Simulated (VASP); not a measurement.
# Cu4Au3 in VASP: a series of runs

Cu4Au3 is run at these levels: PBEsol; tasks: single point.

All numbers are computed with VASP 6.6.1; they aren't measurements. Logs are shortened: lines on timing, memory, paths and dates and some standing lists are left out, and cuts for length are marked.

## Step 1: The cell of the first run

The cell holds a slab with vacuum, 7 atoms: a = 2.820 Å, b = 2.820 Å, c = 25.722 Å, α = 90.00°, β = 90.00°, γ = 90.00°.

## Step 2: Single point, PBEsol

The input, INCAR:

```
SYSTEM = Cu4Au3
PREC = Accurate
ENCUT = 520
EDIFF = 1E-6
ISMEAR = 0
SIGMA = 0.1
LREAL = .False.
LASPH = .True.
NELM = 80
ALGO = Normal
ISIF = 2
LWAVE = .False.
LCHARG = .False.
LDIPOL = .True.
IDIPOL = 3
DIPOL = 0.5 0.5 0.500
GGA = PS
NBANDS = 48
```

The input, KPOINTS:

```
Automatic mesh
0
Gamma
  12 12 1
  0 0 0
```

The input, POSCAR:

```
Cu4Au3
1.0
    2.8199208674      0.0000000000      0.0000000000
    0.0000000000      2.8199208674      0.0000000000
    0.0000000000      0.0000000000     25.7219928365
Cu Au
4 3
Direct
    0.5000000000      0.5000000000      0.2915792741
    0.5000000000      0.5000000000      0.4305264247
    0.5000000000      0.5000000000      0.5694735753
    0.5000000000      0.5000000000      0.7084207259
    0.0000000000      0.0000000000      0.3610528494
    0.0000000000      0.0000000000      0.5000000000
    0.0000000000      0.0000000000      0.6389471506
```

Potentials or basis: VASP PAW PBE potentials, release 64 (Cu, Au).

The run is started by

```bash
$ cat potpaw_PBE.64/Cu/POTCAR potpaw_PBE.64/Au/POTCAR > POTCAR
$ mpirun -np 1 vasp_std > vasp.out
```

OUTCAR:

```text
SYSTEM = Cu4Au3
   PREC = Accurate
   ENCUT = 520
   EDIFF = 1E-6
   ISMEAR = 0
   LREAL = .False.
   LASPH = .True.
   NELM = 80
   ISIF = 2
   GGA = PS

 ion  position               nearest neighbor table
   1  0.500  0.500  0.292-   5 2.68   5 2.68   5 2.68   5 2.68
   2  0.500  0.500  0.431-   5 2.68   6 2.68   5 2.68   6 2.68   5 2.68   6 2.68   5 2.68   6 2.68

   3  0.500  0.500  0.569-   6 2.68   7 2.68   6 2.68   7 2.68   6 2.68   7 2.68   6 2.68   7 2.68

   4  0.500  0.500  0.708-   7 2.68   7 2.68   7 2.68   7 2.68
   5  0.000  0.000  0.361-   1 2.68   1 2.68   1 2.68   1 2.68   2 2.68   2 2.68   2 2.68   2 2.68
                             6 3.57
   6  0.000  0.000  0.500-   2 2.68   3 2.68   2 2.68   3 2.68   2 2.68   3 2.68   2 2.68   3 2.68
                             5 3.57   7 3.57
   7  0.000  0.000  0.639-   4 2.68   4 2.68   4 2.68   4 2.68   3 2.68   3 2.68   3 2.68   3 2.68
                             6 3.57

  LATTYP: Found a simple tetragonal cell.
 ALAT       =     2.8199208674
 C/A-ratio  =     9.1215300166

  Lattice vectors:

 A1 = (   2.8199208674,   0.0000000000,   0.0000000000)
 A2 = (   0.0000000000,   2.8199208674,   0.0000000000)
 A3 = (   0.0000000000,   0.0000000000,  25.7219928365)

Analysis of symmetry for initial positions (statically):
=====================================================================
 Subroutine PRICEL returns:
 Original cell was already a primitive cell.

 Routine SETGRP: Setting up the symmetry group for a
 simple tetragonal supercell.

 Subroutine GETGRP returns: Found 16 space group operations
 (whereof 16 operations were pure point group operations)
 out of a pool of 16 trial point group operations.

The static configuration has the point symmetry D_4h.

Analysis of symmetry for dynamics (positions and initial velocities):
=====================================================================
 Subroutine PRICEL returns:
 Original cell was already a primitive cell.

 Routine SETGRP: Setting up the symmetry group for a
 simple tetragonal supercell.

 Subroutine GETGRP returns: Found 16 space group operations
 (whereof 16 operations were pure point group operations)
 out of a pool of 16 trial point group operations.

The dynamic configuration has the point symmetry D_4h.

 Subroutine INISYM returns: Found 16 space group operations
 (whereof 16 operations are pure point group operations),
 and found     1 'primitive' translations
[... 115 lines left out ...]
   PSTRESS=    0.0 pullay stress
   NELECT =      77.0000    total number of electrons
   NUPDOWN=      -1.0000    fix difference up-down
   EMIN   =  10.00;   EMAX   =-10.00  energy-range for DOS
   EFERMI =   0.00;   METHOD = LEGACY
   ISMEAR =     0;   SIGMA  =   0.10  broadening in eV -4-tet -1-fermi 0-gaus
   EFERMI_NEDOS =   21; number of points for ismear=-14 and -15
   IALGO  =     38    algorithm
   IMIX   =      4    mixing-type and parameters
     AMIX     =   0.40;   BMIX     =  1.00
     AMIX_MAG =   1.60;   BMIX_MAG =  1.00
  volume/ion in A,a.u.               =      29.22       197.19
  Fermi-wavevector in a.u.,A,eV,Ry     =   1.182077  2.233801 19.011487  1.397305
  Thomas-Fermi vector in A             =   2.318338
   LORBIT       =      0    0 simple, 1 ext, 2 COOP (PROOUT), +10 PAW based schemes
   GGA     = PS    functional components
   LHFCALC =     F    Hartree Fock is set to
   AEXX    =    0.0000 exact exchange contribution
   IVDW    =     0    specifies the selected vdW correction
   LEPSILON=     F    determine dielectric tensor
   LRPA    =     F    only Hartree local field effects (RPA)
 non-spin polarized calculation
 Gauss-broadening in eV      SIGMA  =   0.10
  energy-cutoff  :      520.00
  volume of cell :      204.54
 maximum number of plane-waves:      5567
 NGX is ok and might be reduce to    24
   NGX = 11   NGY = 11   NGZ = 95

 dipolmoment           0.000000      0.000000     -0.000000 electrons x Angstroem

 number of electron      77.0000015 magnetization

 dipolmoment           0.000000      0.000000      0.000000 electrons x Angstroem

 Free energy of the ion-electron system (eV)
  ---------------------------------------------------
  ext. energy  EPLUGINS =         0.00000000
  ---------------------------------------------------
  free energy    TOTEN  =       -27.43838924 eV

  energy without entropy =      -27.42655775  energy(sigma->0) =      -27.43247350

 E-fermi :   1.7981     XC(G=0):  -6.9430

 val. band max:        1.7838987814   @ k =   0.3333   0.3333   0.0000
 cond. band min:       1.8230798157   @ k =   0.0833   0.0833   0.0000
 fundamental gap:      0.0391810343
 Fermi energy:         1.7980736383

 k-point     1 :       0.0000    0.0000    0.0000
  band No.  band energies     occupation
      1      -7.9421      2.00000
      2      -7.2990      2.00000
      3      -6.5478      2.00000
      4      -4.8254      2.00000
      5      -4.7128      2.00000
      6      -4.6354      2.00000
[... 1213 lines left out ...]
     47       8.6933      0.00000
     48       9.4065      0.00000

 [... further k-points ...]

------------------------ aborting loop because EDIFF is reached ----------------------------------------

 vacuum level on the upper side and lower side of the slab       (xc-potential included)        -0.179        -0.179

  FORCE on cell =-STRESS in cart. coord.  units (eV):
  Direction    XX          YY          ZZ          XY          YZ          ZX
  --------------------------------------------------------------------------------------
  -------------------------------------------------------------------------------------
  Total       -2.7905074     -2.7905074     -1.2344020      0.0000000      0.0000000      0.0000000
  in kB      -21.8582459    -21.8582459     -9.6691598      0.0000000      0.0000000      0.0000000
  external PRESSURE =     -17.7952172 kB  Pullay stress =       0.0000000 kB

 VOLUME and BASIS-vectors are now :
 -----------------------------------------------------------------------------
  energy-cutoff  :      520.00
  volume of cell :      204.54
      direct lattice vectors                 reciprocal lattice vectors
     2.819920867  0.000000000  0.000000000     0.354619880  0.000000000  0.000000000
     0.000000000  2.819920867  0.000000000     0.000000000  0.354619880  0.000000000
     0.000000000  0.000000000 25.721992837     0.000000000  0.000000000  0.038877237

 POSITION                                       TOTAL-FORCE (eV/Angst)
 -----------------------------------------------------------------------------------
      1.40996      1.40996      7.50000        -0.000000     -0.000000      0.334552
      1.40996      1.40996     11.07400         0.000000     -0.000000      0.014396
      1.40996      1.40996     14.64800        -0.000000     -0.000000     -0.014396
      1.40996      1.40996     18.22199         0.000000     -0.000000     -0.334552
      0.00000      0.00000      9.28700        -0.000000      0.000000     -0.346244
      0.00000      0.00000     12.86100        -0.000000      0.000000      0.000000
      0.00000      0.00000     16.43499        -0.000000      0.000000      0.346244
 -----------------------------------------------------------------------------------
    total drift:                                0.000000     -0.000000      0.000000

  FREE ENERGIE OF THE ION-ELECTRON SYSTEM (eV)
  ---------------------------------------------------
  free  energy   TOTEN  =       -27.4383892424 eV

  energy  without entropy=      -27.4265577480  energy(sigma->0) =      -27.43247350

 vacuum level on the upper side and lower side of the slab         6.141         6.141
```

OSZICAR:

```text
N       E                     dE             d eps       ncg     rms          rms(c)
DAV:   1     0.778868272459E+03    0.77887E+03   -0.33214E+04  2688   0.187E+03
DAV:   2     0.738272034744E+02   -0.70504E+03   -0.63621E+03  2920   0.439E+02
DAV:   3    -0.261976899144E+02   -0.10002E+03   -0.91129E+02  3136   0.203E+02
[... 17 lines left out ...]
DAV:  21    -0.274383775514E+02   -0.10720E-04   -0.18025E-06  2192   0.962E-03    0.298E-03
DAV:  22    -0.274383837083E+02   -0.61569E-05   -0.51625E-07  1832   0.127E-02    0.696E-04
DAV:  23    -0.274383863625E+02   -0.26542E-05   -0.13140E-07  1784   0.630E-03    0.507E-04
DAV:  24    -0.274383882782E+02   -0.19156E-05   -0.98460E-08  1736   0.290E-03    0.408E-04
DAV:  25    -0.274383892424E+02   -0.96428E-06   -0.50033E-08  1728   0.270E-03
   1 F= -.27438389E+02 E0= -.27432473E+02  d E =-.118315E-01
```

Run time: 7 min. Hardware: 1 thread of Intel Xeon Platinum 8259CL at 2.50GHz (Skylake/Cascade Lake), shared host; peak memory 0.45 GiB.

Results:

| Property | Result |
| --- | --- |
| Free energy | -27.4384 eV |
| Largest force | 0.346 eV/Å |
| Band gap on the k mesh | zero (an odd number of electrons rules out a gap without spin polarisation) |

Forces on the atoms (eV/Å):
```
Cu   0.000  0.000  0.335
Cu   0.000  0.000  0.014
Cu   0.000  0.000 -0.014
Cu   0.000  0.000 -0.335
Au   0.000  0.000 -0.346
Au   0.000  0.000  0.000
Au   0.000  0.000  0.346
```

Levels at points of the mesh, in eV from the Fermi level:
```tsv
k point	band 37	band 38	band 39	band 40	band 41	band 42
(0.00, 0.00, 0.00)	-1.47	-1.46	-1.41	-1.41	-0.55	1.03
(0.50, 0.00, 0.00)	-0.71	-0.71	-0.70	-0.30	0.03	0.03
(0.50, 0.50, 0.00)	1.03	2.36	2.36	4.02	4.02	5.08
```

Caveat: the PAW data sets were made with another functional, which shifts forces and pressure a little; spin-orbit coupling is left out, which moves the levels of the heavy elements.

## Step 3: Single point, PBEsol

The input, INCAR:

```
SYSTEM = Cu4Au3
ALGO = Normal
DIPOL = 0.5 0.5 0.500
EDIFF = 1E-6
ENCUT = 520
GGA = PS
IDIPOL = 3
ISIF = 2
ISMEAR = 0
LASPH = .TRUE.
LCHARG = .FALSE.
LDIPOL = .TRUE.
LREAL = .FALSE.
LWAVE = .FALSE.
NBANDS = 48
NELM = 100
PREC = Accurate
SIGMA = 0.1
```

The input, KPOINTS:

```
k-points
0
G
  12 12 1
  0 0 0
```

The input, POSCAR:

```
Cu4Au3
1.0
    2.8199208674      0.0000000000      0.0000000000
    0.0000000000      2.8199208674      0.0000000000
    0.0000000000      0.0000000000     25.7219928365
Cu Au
4 3
Direct
    0.5000000000      0.5000000000      0.2946639167
    0.5000000000      0.5000000000      0.4306396282
    0.5000000000      0.5000000000      0.5693603813
    0.5000000000      0.5000000000      0.7053360689
    0.0000000000      0.0000000000      0.3608933135
    0.0000000000      0.0000000000      0.5000000181
    0.0000000000      0.0000000000      0.6391066733
```

Potentials or basis: VASP PAW PBE potentials, release 64 (Cu, Au).

The run is started by

```bash
$ cat potpaw_PBE.64/Cu/POTCAR potpaw_PBE.64/Au/POTCAR > POTCAR
$ mpirun -np 1 vasp_std > vasp.out
```

OUTCAR:

```text
SYSTEM = Cu4Au3
   EDIFF = 1E-6
   ENCUT = 520
   GGA = PS
   ISIF = 2
   ISMEAR = 0
   LASPH = .TRUE.
   LREAL = .FALSE.
   NELM = 100
   PREC = Accurate

 ion  position               nearest neighbor table
   1  0.500  0.500  0.295-   5 2.62   5 2.62   5 2.62   5 2.62
   2  0.500  0.500  0.431-   6 2.68   6 2.68   6 2.68   6 2.68   5 2.68   5 2.68   5 2.68   5 2.68

   3  0.500  0.500  0.569-   6 2.68   6 2.68   6 2.68   6 2.68   7 2.68   7 2.68   7 2.68   7 2.68

   4  0.500  0.500  0.705-   7 2.62   7 2.62   7 2.62   7 2.62
   5  0.000  0.000  0.361-   1 2.62   1 2.62   1 2.62   1 2.62   2 2.68   2 2.68   2 2.68   2 2.68
                             6 3.58
   6  0.000  0.000  0.500-   3 2.68   3 2.68   3 2.68   3 2.68   2 2.68   2 2.68   2 2.68   2 2.68
[... 1446 lines left out ...]
  external PRESSURE =      -7.5844884 kB  Pullay stress =       0.0000000 kB

 VOLUME and BASIS-vectors are now :
 -----------------------------------------------------------------------------
  energy-cutoff  :      520.00
  volume of cell :      204.54
      direct lattice vectors                 reciprocal lattice vectors
     2.819920867  0.000000000  0.000000000     0.354619880  0.000000000  0.000000000
     0.000000000  2.819920867  0.000000000     0.000000000  0.354619880  0.000000000
     0.000000000  0.000000000 25.721992837     0.000000000  0.000000000  0.038877237

 POSITION                                       TOTAL-FORCE (eV/Angst)
 -----------------------------------------------------------------------------------
      1.40996      1.40996      7.57934         0.000000      0.000000     -0.012882
      1.40996      1.40996     11.07691         0.000000     -0.000000     -0.003669
      1.40996      1.40996     14.64508         0.000000     -0.000000      0.003669
      1.40996      1.40996     18.14265         0.000000      0.000000      0.012882
      0.00000      0.00000      9.28290         0.000000      0.000000      0.004765
      0.00000      0.00000     12.86100         0.000000      0.000000      0.000000
      0.00000      0.00000     16.43910         0.000000      0.000000     -0.004765
 -----------------------------------------------------------------------------------
    total drift:                                0.000000     -0.000000     -0.000077

  FREE ENERGIE OF THE ION-ELECTRON SYSTEM (eV)
  ---------------------------------------------------
  free  energy   TOTEN  =       -27.4666134066 eV

  energy  without entropy=      -27.4556483214  energy(sigma->0) =      -27.46113086

 vacuum level on the upper side and lower side of the slab         6.137         6.137
```

OSZICAR:

```text
N       E                     dE             d eps       ncg     rms          rms(c)
DAV:   1     0.782032025805E+03    0.78203E+03   -0.33221E+04  2688   0.188E+03
DAV:   2     0.754986407092E+02   -0.70653E+03   -0.63863E+03  2912   0.439E+02
DAV:   3    -0.260038221997E+02   -0.10150E+03   -0.92472E+02  3128   0.204E+02
[... 17 lines left out ...]
DAV:  21    -0.274665997756E+02   -0.11996E-04   -0.13993E-06  2024   0.149E-02    0.205E-03
DAV:  22    -0.274666077412E+02   -0.79657E-05   -0.64395E-07  1880   0.140E-02    0.193E-03
DAV:  23    -0.274666100226E+02   -0.22814E-05   -0.22191E-07  1824   0.754E-03    0.593E-04
DAV:  24    -0.274666126145E+02   -0.25919E-05   -0.21851E-07  1720   0.311E-03    0.124E-03
DAV:  25    -0.274666134066E+02   -0.79207E-06   -0.69284E-08  1752   0.307E-03
   1 F= -.27466613E+02 E0= -.27461131E+02  d E =-.109651E-01
```

stdout:

```text
POSCAR found type information on POSCAR CuAu
 POSCAR found :  2 types and       7 ions
 scaLAPACK will be used
 -----------------------------------------------------------------------------
|                                                                             |
|                                                                             |
|     You enforced a specific xc type in the INCAR file but a different       |
|     I HOPE YOU KNOW WHAT YOU ARE DOING!                                     |
|                                                                             |
 -----------------------------------------------------------------------------

 LDA part: xc-table for (Slater+PW92), standard interpolation
 POSCAR, INCAR and KPOINTS ok, starting setup
 FFT: planning ... GRIDC
 FFT: planning ... GRID_SOFT
 FFT: planning ... GRID
 WAVECAR not read
 entering main loop
```

It took 7.3 min on 1 thread of Intel Xeon Platinum 8259CL at 2.50GHz (Skylake/Cascade Lake), shared host; peak memory 0.46 GiB.

Results:

- Free energy: -27.4666 eV
- Largest force: 0.013 eV/Å
- Band gap on the k mesh: zero (an odd number of electrons rules out a gap without spin polarisation)

Forces in eV/Å, atoms in the order of the input:
```
Cu   0.000  0.000 -0.013
Cu   0.000  0.000 -0.004
Cu   0.000  0.000  0.004
Cu   0.000  0.000  0.013
Au   0.000  0.000  0.005
Au   0.000  0.000  0.000
Au   0.000  0.000 -0.005
```

Levels at points of the mesh, in eV from the Fermi level:
```csv
k point,band 35,band 36,band 37,band 38,band 39,band 40,band 41,band 42,band 43,band 44
"(0.00, 0.00, 0.00)",-1.55,-1.55,-1.49,-1.49,-1.42,-1.42,-0.48,1.19,2.18,4.29
"(0.50, 0.00, 0.00)",-1.43,-0.95,-0.76,-0.75,-0.74,-0.32,-0.03,-0.03,2.81,2.87
"(0.50, 0.50, 0.00)",-1.31,0.97,0.97,2.28,2.28,3.97,3.97,5.06,5.30,5.50
```

Caveat: the PAW data sets were made with another functional, which shifts forces and pressure a little; spin-orbit coupling is left out, which moves the levels of the heavy elements.

The gap in the log of VASP goes by the Fermi energy; the results here count the filled bands.